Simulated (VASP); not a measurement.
# TiW3 (Cmmm) in VASP: notebook

Runs on TiW3. Level: PBE. Tasks: single point.

All numbers are computed with VASP 6.6.1; they aren't measurements. Logs are shortened: lines on timing, memory, paths and dates and some standing lists are left out, and cuts for length are marked.

### Step 1. The cell of the first run

Symmetry: Cmmm, No. 65, orthorhombic system. Conventional cell: a = 3.198 Å, b = 4.523 Å, c = 8.962 Å, α = 90.00°, β = 90.00°, γ = 90.00°. Ti (site symmetry mmm) has 6 Ti at 2.77 to 3.20 Å and 8 W at 2.77 to 3.20 Å within 3.7 Å. Within 3.6 Å of W (site symmetry mmm) lie 14 W at 2.74 to 3.20 Å. Within 3.6 Å of W (site symmetry mm2) lie 10 W at 2.74 to 3.20 Å and 4 Ti at 2.77 to 3.20 Å.

### Step 2. Single point, PBE

INCAR

```
PREC     = Accurate       # precision mode
ENCUT    = 520            # plane-wave cutoff, eV
EDIFF    = 1E-7           # SCF threshold, eV
ISMEAR   = 0              # smearing method
SIGMA    = 0.1            # smearing width, eV
LREAL    = False          # projectors in reciprocal space
LASPH    = True           # aspherical terms in the spheres
NELM     = 100            # most SCF steps
ALGO     = Normal         # electronic algorithm
ISIF     = 2              # what is computed and relaxed
LWAVE    = False          # write WAVECAR
LCHARG   = False          # write CHGCAR
GGA      = PE             # functional
NBANDS   = 35             # bands
```

KPOINTS

```
Automatic mesh
0
Gamma
  6 6 2
```

POSCAR

```
TiW3
1.0
    1.5989067490     -2.2612694381      0.0000000000
    1.5989067490      2.2612694381      0.0000000000
    0.0000000000      0.0000000000      8.9616095649
Ti W
1 3
Direct
    0.5000000000      0.5000000000      0.5000000000
    0.5000000000      0.5000000000      0.0000000000
    0.0000000000      0.0000000000      0.2476248358
    0.0000000000      0.0000000000      0.7523751642
```

Potentials or basis: VASP PAW PBE potentials, release 64 (Ti_sv, W_sv).

On the command line:

```
cat potpaw_PBE.64/Ti_sv/POTCAR potpaw_PBE.64/W_sv/POTCAR > POTCAR
mpirun -np 1 vasp_std > vasp.out
```

OUTCAR:

```text
PREC = Accurate
   ENCUT = 520
   EDIFF = 1E-7
   ISMEAR = 0
   LREAL = False
   LASPH = True
   NELM = 100
   ISIF = 2
   GGA = PE

 ion  position               nearest neighbor table
   1  0.500  0.500  0.500-   3 2.77   4 2.77   3 2.77   4 2.77   3 3.20   4 3.20   3 3.20   4 3.20

   2  0.500  0.500  0.000-   3 2.74   4 2.74   3 2.74   4 2.74   3 3.17   4 3.17   3 3.17   4 3.17

   3  0.000  0.000  0.248-   2 2.74   2 2.74   1 2.77   1 2.77   2 3.17   2 3.17   1 3.20   1 3.20

   4  0.000  0.000  0.752-   2 2.74   2 2.74   1 2.77   1 2.77   2 3.17   2 3.17   1 3.20   1 3.20

  LATTYP: Found a base centered orthorhombic cell.
 ALAT       =     3.1978134980
 B/A-ratio  =     1.4142597369
 C/A-ratio  =     2.8024178303

  Lattice vectors:

 A1 = (   1.5989067490,  -2.2612694381,   0.0000000000)
 A2 = (   1.5989067490,   2.2612694381,   0.0000000000)
 A3 = (   0.0000000000,   0.0000000000,   8.9616095649)

Analysis of symmetry for initial positions (statically):
=====================================================================
 Subroutine PRICEL returns:
 Original cell was already a primitive cell.

 Routine SETGRP: Setting up the symmetry group for a
 base centered orthorhombic supercell.

 Subroutine GETGRP returns: Found  8 space group operations
 (whereof  8 operations were pure point group operations)
 out of a pool of  8 trial point group operations.

The static configuration has the point symmetry D_2h.

Analysis of symmetry for dynamics (positions and initial velocities):
=====================================================================
 Subroutine PRICEL returns:
 Original cell was already a primitive cell.

 Routine SETGRP: Setting up the symmetry group for a
 base centered orthorhombic supercell.

 Subroutine GETGRP returns: Found  8 space group operations
 (whereof  8 operations were pure point group operations)
 out of a pool of  8 trial point group operations.

The dynamic configuration has the point symmetry D_2h.

 Subroutine INISYM returns: Found  8 space group operations
 (whereof  8 operations are pure point group operations),
 and found     1 'primitive' translations

----------------------------------------------------------------------------------------

                                     Primitive cell

  volume of cell :      64.8025

  direct lattice vectors                    reciprocal lattice vectors
     1.598906749 -2.261269438  0.000000000     0.312713672 -0.221114738  0.000000000
     1.598906749  2.261269438  0.000000000     0.312713672  0.221114738  0.000000000
     0.000000000  0.000000000  8.961609565     0.000000000  0.000000000  0.111587097

  length of vectors
     2.769448007  2.769448007  8.961609565     0.382990297  0.382990297  0.111587097

  position of ions in fractional coordinates (direct lattice)
     0.500000000  0.500000000  0.500000000
     0.500000000  0.500000000  0.000000000
     0.000000000  0.000000000  0.247624836
     0.000000000  0.000000000  0.752375164

  ion indices of the primitive-cell ions
   primitive index   ion index
                 1           1
                 2           2
                 3           3
                 4           4

----------------------------------------------------------------------------------------

 KPOINTS: Automatic mesh

Automatic generation of k-mesh.
 Grid dimensions read from file:
 generate k-points for:    6    6    2

 Generating k-lattice:

  Cartesian coordinates                     Fractional coordinates (reciprocal lattice)
     0.052118945 -0.036852456  0.000000000     0.166666667  0.000000000  0.000000000
     0.052118945  0.036852456  0.000000000     0.000000000  0.166666667  0.000000000
     0.000000000  0.000000000  0.055793549     0.000000000  0.000000000  0.500000000

  Length of vectors
     0.063831716  0.063831716  0.055793549

  Shift w.r.t. Gamma in fractional coordinates (k-lattice)
     0.000000000  0.000000000  0.000000000

 Subroutine IBZKPT returns following result:
 ===========================================

 Found     26 irreducible k-points:

 Following reciprocal coordinates:
            Coordinates               Weight
  0.000000  0.000000  0.000000      1.000000
  0.166667 -0.000000  0.000000      4.000000
  0.333333  0.000000  0.000000      4.000000
  0.500000  0.000000  0.000000      2.000000
  0.166667  0.166667  0.000000      2.000000
  0.333333  0.166667  0.000000      4.000000
[... 16 lines left out ...]
  0.333333  0.333333  0.500000      2.000000
  0.500000  0.333333  0.500000      4.000000
 [... further k-points ...]
   k-points           NKPTS =     26   k-points in BZ     NKDIM =     26   number of bands    NBANDS=     35
   number of dos      NEDOS =    301   number of ions     NIONS =      4
   total plane-waves  NPLWV =  40320
   dimension x,y,z NGX =    24 NGY =   24 NGZ =   70
   dimension x,y,z NGXF=    48 NGYF=   48 NGZF=  140
   ions per type =               1   3
   NGX,Y,Z   is equivalent  to a cutoff of  14.41, 14.41, 12.99 a.u.
   NGXF,Y,Z  is equivalent  to a cutoff of  28.81, 28.81, 25.97 a.u.
 SYSTEM =  unknown system
   PREC   = accura    normal or accurate (medium, high low for compatibility)
   ISTART =      0    job   : 0-new  1-cont  2-samecut
   ICHARG =      2    charge: 1-file 2-atom 10-const
   ISPIN  =      1    spin polarized calculation?
   LNONCOLLINEAR =      F non collinear calculations
   LSORBIT =      F    spin-orbit coupling
   LASPH  =      T    aspherical Exc in radial PAW
   ENCUT  =  520.0 eV  38.22 Ry    6.18 a.u.   5.15  5.15 16.66*2*pi/ulx,y,z
   NELM   =    100;   NELMIN=  2; NELMDL= -5     # of ELM steps
   EDIFF  = 0.1E-06   stopping-criterion for ELM
   LREAL  =      F    real-space projection
   EDIFFG = 0.1E-05   stopping-criterion for IOM
   NSW    =      0    number of steps for IOM
   IBRION =     -1    ionic relax: 0-MD 1-quasi-New 2-CG
   NFREE  =      0    steps in history (QN), initial steepest desc. (CG)
   ISIF   =      2    stress and relaxation
   ISYM   =      2    0-nonsym 1-usesym 2-fastsym
   POTIM  = 0.5000    time-step for ionic-motion
   TEBEG  =    0.0;   TEEND  =   0.0 temperature during run
   PSTRESS=    0.0 pullay stress
   NELECT =      54.0000    total number of electrons
   NUPDOWN=      -1.0000    fix difference up-down
   EMIN   =  10.00;   EMAX   =-10.00  energy-range for DOS
   EFERMI =   0.00;   METHOD = LEGACY
   ISMEAR =     0;   SIGMA  =   0.10  broadening in eV -4-tet -1-fermi 0-gaus
   EFERMI_NEDOS =   21; number of points for ismear=-14 and -15
   IALGO  =     38    algorithm
   IMIX   =      4    mixing-type and parameters
     AMIX     =   0.40;   BMIX     =  1.00
     AMIX_MAG =   1.60;   BMIX_MAG =  1.00
  volume/ion in A,a.u.               =      16.20       109.33
  Fermi-wavevector in a.u.,A,eV,Ry     =   1.540549  2.911216 32.290599  2.373292
  Thomas-Fermi vector in A             =   2.646621
   LORBIT       =      0    0 simple, 1 ext, 2 COOP (PROOUT), +10 PAW based schemes
   GGA     = PE    functional components
   LHFCALC =     F    Hartree Fock is set to
   AEXX    =    0.0000 exact exchange contribution
   IVDW    =     0    specifies the selected vdW correction
   LEPSILON=     F    determine dielectric tensor
   LRPA    =     F    only Hartree local field effects (RPA)
 non-spin polarized calculation
 Gauss-broadening in eV      SIGMA  =   0.10
  energy-cutoff  :      520.00
  volume of cell :       64.80
 maximum number of plane-waves:      1774
 NGX is ok and might be reduce to    24
   NGX = 11   NGY = 11   NGZ = 33

 number of electron      54.0000002 magnetization

 Free energy of the ion-electron system (eV)
  ---------------------------------------------------
  ext. energy  EPLUGINS =         0.00000000
  ---------------------------------------------------
  free energy    TOTEN  =       -46.88103565 eV

  energy without entropy =      -46.86485086  energy(sigma->0) =      -46.87294326

 E-fermi :  10.1059     XC(G=0): -13.1050

 val. band max:       10.1025636165   @ k =  -0.1667   0.1667   0.5000
 cond. band min:      10.1126367631   @ k =   0.3333   0.3333   0.5000
 fundamental gap:      0.0100731466
 Fermi energy:        10.1059245942

 k-point     1 :       0.0000    0.0000    0.0000
  band No.  band energies     occupation
      1     -63.6673      2.00000
      2     -63.4360      2.00000
      3     -63.4257      2.00000
      4     -46.2237      2.00000
      5     -28.2708      2.00000
      6     -27.6952      2.00000
[... 27 lines left out ...]
     34      12.7571      0.00000
     35      12.8993      0.00000

 k-point     2 :       0.1667   -0.0000    0.0000
  band No.  band energies     occupation
      1     -63.6502      2.00000
      2     -63.4214      2.00000
      3     -63.4135      2.00000
      4     -46.2030      2.00000
      5     -28.2104      2.00000
      6     -27.8715      2.00000
[... 27 lines left out ...]
     34      13.0859      0.00000
     35      13.2380      0.00000

 k-point     3 :       0.3333    0.0000    0.0000
  band No.  band energies     occupation
      1     -63.6157      2.00000
      2     -63.3920      2.00000
      3     -63.3893      2.00000
      4     -46.1612      2.00000
      5     -28.2264      2.00000
      6     -28.1693      2.00000
[... 27 lines left out ...]
     34      13.3812      0.00000
     35      13.5370      0.00000
[... 723 lines left out ...]
 k-point    23 :       0.3333    0.3333    0.5000
  band No.  band energies     occupation
      1     -63.5754      2.00000
      2     -63.3535      2.00000
      3     -63.3525      2.00000
      4     -46.1083      2.00000
      5     -28.1574      2.00000
      6     -28.1326      2.00000
[... 27 lines left out ...]
     34      13.6564      0.00000
     35      13.8335      0.00000

 k-point    24 :       0.5000    0.3333    0.5000
  band No.  band energies     occupation
      1     -63.5698      2.00000
      2     -63.3445      2.00000
      3     -63.3400      2.00000
      4     -46.0973      2.00000
      5     -28.3053      2.00000
      6     -28.0838      2.00000
[... 27 lines left out ...]
     34      13.9222      0.00000
     35      15.0192      0.00000

 [... further k-points ...]

------------------------ aborting loop because EDIFF is reached ----------------------------------------

  FORCE on cell =-STRESS in cart. coord.  units (eV):
  Direction    XX          YY          ZZ          XY          YZ          ZX
  --------------------------------------------------------------------------------------
  -------------------------------------------------------------------------------------
  Total       -0.1066187      0.1299115      0.2611286      0.0000000      0.0000000      0.0000000
  in kB       -2.6360421      3.2119340      6.4561485      0.0000000      0.0000000      0.0000000
  external PRESSURE =       2.3440135 kB  Pullay stress =       0.0000000 kB

 VOLUME and BASIS-vectors are now :
 -----------------------------------------------------------------------------
  energy-cutoff  :      520.00
  volume of cell :       64.80
      direct lattice vectors                 reciprocal lattice vectors
     1.598906749 -2.261269438  0.000000000     0.312713672 -0.221114738  0.000000000
     1.598906749  2.261269438  0.000000000     0.312713672  0.221114738  0.000000000
     0.000000000  0.000000000  8.961609565     0.000000000  0.000000000  0.111587097

 POSITION                                       TOTAL-FORCE (eV/Angst)
 -----------------------------------------------------------------------------------
      1.59891      0.00000      4.48080         0.000000      0.000000      0.000000
      1.59891      0.00000      0.00000         0.000000     -0.000000      0.000000
      0.00000      0.00000      2.21912         0.000000      0.000000      0.172916
      0.00000      0.00000      6.74249        -0.000000      0.000000     -0.172916
 -----------------------------------------------------------------------------------
    total drift:                                0.000000     -0.000000     -0.000000

  FREE ENERGIE OF THE ION-ELECTRON SYSTEM (eV)
  ---------------------------------------------------
  free  energy   TOTEN  =       -46.8810356522 eV

  energy  without entropy=      -46.8648508596  energy(sigma->0) =      -46.87294326
```

Wall time 71 s (1 thread of Intel Xeon Platinum 8488C (Sapphire Rapids), shared host); peak memory 0.21 GiB.

What came out:

- Free energy: -46.8810 eV
- Pressure: 0.2 GPa
- Largest force: 0.173 eV/Å
- Band gap on the k mesh: zero (band 27 reaches 11.73 eV, above the bottom of band 28 at 9.55 eV)

Forces in eV/Å, atoms in the order of the input:
```
Ti   0.000  0.000  0.000
W    0.000  0.000  0.000
W    0.000  0.000  0.173
W    0.000  0.000 -0.173
```

Stress tensor (GPa, compression positive):
```
-0.26  0.00  0.00
 0.00  0.32  0.00
 0.00  0.00  0.65
```

Levels at points of the mesh, in eV from the Fermi level:
```tsv
k point	band 24	band 25	band 26	band 27	band 28	band 29	band 30	band 31
(0.00, 0.00, 0.00)	-1.07	-0.80	-0.42	0.31	0.55	1.34	2.13	2.19
(0.50, 0.00, 0.00)	-1.56	-1.21	-0.37	1.23	1.24	2.32	2.42	2.71
(0.50, 0.50, 0.00)	-1.83	-0.01	0.74	0.87	1.19	1.28	2.89	3.58
(0.00, 0.00, 0.50)	-0.72	-0.18	-0.17	-0.16	0.49	0.57	0.87	2.19
(0.50, 0.00, 0.50)	-0.83	-0.15	-0.06	0.12	0.19	2.36	2.48	2.69
(0.50, 0.50, 0.50)	-1.06	-0.55	-0.21	1.62	1.94	2.96	3.15	3.18
```

Caveat: the k points lie up to 0.40 Å⁻¹ apart; spin-orbit coupling is left out, which moves the levels of the heavy elements.

[end of part 1 of 2]
